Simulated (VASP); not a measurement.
# SiC (P6_3mc) in VASP: a series of runs, part 2 of 2

VASP 6.6.1. Earlier steps stand in the parts before.

## 3. Single point, r2SCAN

This run uses another cell than the first one, of 10.34 Å³/atom, 1.007 times its volume.

Contents of POSCAR:

```
SiC
1.0
    3.0753362632      0.0000000000      0.0000000000
   -1.5376681316      2.6633193292      0.0000000000
    0.0000000000      0.0000000000      5.0482167569
Si C
2 2
Direct
    0.3333333333      0.6666666667      0.0045985929
    0.6666666667      0.3333333333      0.5045985929
    0.3333333333      0.6666666667      0.3804014071
    0.6666666667      0.3333333333      0.8804014071
```

Contents of INCAR.step1:

```
SYSTEM = SiC
PREC = Accurate
ENCUT = 520
ISMEAR = 0
SIGMA = 0.01
LREAL = .FALSE.
LASPH = .TRUE.
NELM = 60
NBANDS = 16
GGA = PE
ALGO = Normal
EDIFF = 1E-4
LWAVE = .TRUE.
LCHARG = .FALSE.
```

Contents of INCAR.step2:

```
SYSTEM = SiC
PREC = Accurate
ENCUT = 520
EDIFF = 1E-6
ISMEAR = 0
SIGMA = 0.01
LREAL = .FALSE.
LASPH = .TRUE.
NELM = 60
ALGO = Normal
ISIF = 2
LWAVE = .FALSE.
LCHARG = .FALSE.
METAGGA = R2SCAN
LMIXTAU = .TRUE.
NBANDS = 16
ISTART = 1
```

Contents of KPOINTS:

```
regular mesh
0
G
  8 8 6
  0 0 0
```

Potentials or basis: VASP PAW PBE potentials, release 64 (Si, C).

Launch:

```
cat potpaw_PBE.64/Si/POTCAR potpaw_PBE.64/C/POTCAR > POTCAR
cp INCAR.step1 INCAR
mpirun -np 1 vasp_std > vasp.out
cp INCAR.step2 INCAR
mpirun -np 1 vasp_std > vasp.out
```

OUTCAR:

```text
SYSTEM = SiC
   PREC = Accurate
   ENCUT = 520
   EDIFF = 1E-6
   ISMEAR = 0
   LREAL = .FALSE.
   LASPH = .TRUE.
   NELM = 60
   ISIF = 2
   METAGGA = R2SCAN
   ISTART = 1

 ion  position               nearest neighbor table
   1  0.333  0.667  0.005-   4 1.88   4 1.88   4 1.88   3 1.90   2 3.09   2 3.09   2 3.09   2 3.09
                             2 3.09   2 3.09
   2  0.667  0.333  0.505-   3 1.88   3 1.88   3 1.88   4 1.90   1 3.09   1 3.09   1 3.09   1 3.09
                             1 3.09   1 3.09
   3  0.333  0.667  0.380-   2 1.88   2 1.88   2 1.88   1 1.90
   4  0.667  0.333  0.880-   1 1.88   1 1.88   1 1.88   2 1.90

  LATTYP: Found a hexagonal cell.
 ALAT       =     3.0753362632
 C/A-ratio  =     1.6415170000

  Lattice vectors:

 A1 = (   3.0753362632,   0.0000000000,   0.0000000000)
 A2 = (  -1.5376681316,   2.6633193292,   0.0000000000)
 A3 = (   0.0000000000,   0.0000000000,   5.0482167569)

Analysis of symmetry for initial positions (statically):
=====================================================================
 Subroutine PRICEL returns:
 Original cell was already a primitive cell.

 Routine SETGRP: Setting up the symmetry group for a
 hexagonal supercell.

 Subroutine GETGRP returns: Found 12 space group operations
 (whereof  6 operations were pure point group operations)
 out of a pool of 24 trial point group operations.

The static configuration has the point symmetry C_3v.
 The point group associated with its full space group is C_6v.

Analysis of symmetry for dynamics (positions and initial velocities):
=====================================================================
 Subroutine PRICEL returns:
 Original cell was already a primitive cell.

 Routine SETGRP: Setting up the symmetry group for a
 hexagonal supercell.

 Subroutine GETGRP returns: Found 12 space group operations
 (whereof  6 operations were pure point group operations)
 out of a pool of 24 trial point group operations.

The dynamic configuration has the point symmetry C_3v.
[... 127 lines left out ...]
  Thomas-Fermi vector in A             =   2.328997
   LORBIT       =      0    0 simple, 1 ext, 2 COOP (PROOUT), +10 PAW based schemes
   METAGGA = R2SCAN    functional components
   LHFCALC =     F    Hartree Fock is set to
   AEXX    =    0.0000 exact exchange contribution
   IVDW    =     0    specifies the selected vdW correction
   LEPSILON=     F    determine dielectric tensor
   LRPA    =     F    only Hartree local field effects (RPA)
 non-spin polarized calculation
 Gauss-broadening in eV      SIGMA  =   0.01
  energy-cutoff  :      520.00
  volume of cell :       41.35
 maximum number of plane-waves:      1126
 NGX is ok and might be reduce to    24
   NGX = 11   NGY = 11   NGZ = 19

 number of electron      15.9999999 magnetization

 Free energy of the ion-electron system (eV)
  ---------------------------------------------------
  ext. energy  EPLUGINS =         0.00000000
  ---------------------------------------------------
  free energy    TOTEN  =       -38.63691552 eV

  energy without entropy =      -38.63691552  energy(sigma->0) =      -38.63691552

 E-fermi :   8.2286     XC(G=0): -11.9289

 val. band max:        8.1460608720   @ k =   0.0000   0.0000   0.0000
 cond. band min:      11.0616311426   @ k =   0.3750   0.2500   0.0000
 fundamental gap:      2.9155702706
 Fermi energy:         8.2285515645

 k-point     1 :       0.0000    0.0000    0.0000
  band No.  band energies     occupation
      1      -8.2089      2.00000
      2      -4.5816      2.00000
      3      -0.8463      2.00000
      4       6.7606      2.00000
      5       6.7606      2.00000
      6       8.0326      2.00000
[... 433 lines left out ...]
      3       0.2924      2.00000
      4       1.5595      2.00000
      5       3.9650      2.00000
      6       5.3104      2.00000
[... 8 lines left out ...]
     15      20.7242      0.00000
     16      21.0952      0.00000

 [... further k-points ...]

------------------------ aborting loop because EDIFF is reached ----------------------------------------

  FORCE on cell =-STRESS in cart. coord.  units (eV):
  Direction    XX          YY          ZZ          XY          YZ          ZX
  --------------------------------------------------------------------------------------
  -------------------------------------------------------------------------------------
  Total       -0.0472563     -0.0472563     -0.0459902      0.0000000      0.0000000      0.0000000
  in kB       -1.8311201     -1.8311201     -1.7820573      0.0000000      0.0000000      0.0000000
  external PRESSURE =      -1.8147659 kB  Pullay stress =       0.0000000 kB

 VOLUME and BASIS-vectors are now :
 -----------------------------------------------------------------------------
  energy-cutoff  :      520.00
  volume of cell :       41.35
      direct lattice vectors                 reciprocal lattice vectors
     3.075336263  0.000000000  0.000000000     0.325167694  0.187735655  0.000000000
    -1.537668132  2.663319329  0.000000000     0.000000000  0.375471311  0.000000000
     0.000000000  0.000000000  5.048216757     0.000000000  0.000000000  0.198089751

 POSITION                                       TOTAL-FORCE (eV/Angst)
 -----------------------------------------------------------------------------------
     -0.00000      1.77555      0.02321         0.000000      0.000000     -0.000853
      1.53767      0.88777      2.54732        -0.000000      0.000000     -0.000853
     -0.00000      1.77555      1.92035         0.000000     -0.000000      0.000853
      1.53767      0.88777      4.44446         0.000000     -0.000000      0.000853
 -----------------------------------------------------------------------------------
    total drift:                               -0.000000     -0.000000     -0.000138

  FREE ENERGIE OF THE ION-ELECTRON SYSTEM (eV)
  ---------------------------------------------------
  free  energy   TOTEN  =       -38.6369155199 eV

  energy  without entropy=      -38.6369155199  energy(sigma->0) =      -38.63691552
```

OUTCAR.step1:

```text
SYSTEM = SiC
   PREC = Accurate
   ENCUT = 520
   ISMEAR = 0
   LREAL = .FALSE.
   LASPH = .TRUE.
   NELM = 60
[... 689 lines left out ...]
      1.53767      0.88777      2.54732        -0.000000      0.000000      0.001110
     -0.00000      1.77555      1.92035         0.000000      0.000000     -0.001110
      1.53767      0.88777      4.44446        -0.000000      0.000000     -0.001110
 -----------------------------------------------------------------------------------
    total drift:                               -0.000000     -0.000000      0.000167

  FREE ENERGIE OF THE ION-ELECTRON SYSTEM (eV)
  ---------------------------------------------------
  free  energy   TOTEN  =       -30.1019294800 eV

  energy  without entropy=      -30.1019294800  energy(sigma->0) =      -30.10192948
```

Run time: 59 s. Hardware: 1 thread of Intel Xeon Platinum 8559C (Emerald Rapids), shared host; peak memory 0.16 GiB.

What came out:

```yaml
Free_energy: -38.6369 eV
Pressure: -0.2 GPa
Band_gap_on_the_k_mesh: 2.92 eV, indirect (least direct gap 4.48 eV)
```

Caveat: the PAW data sets were made with another functional, which shifts forces and pressure a little. A k mesh can miss the band edges.
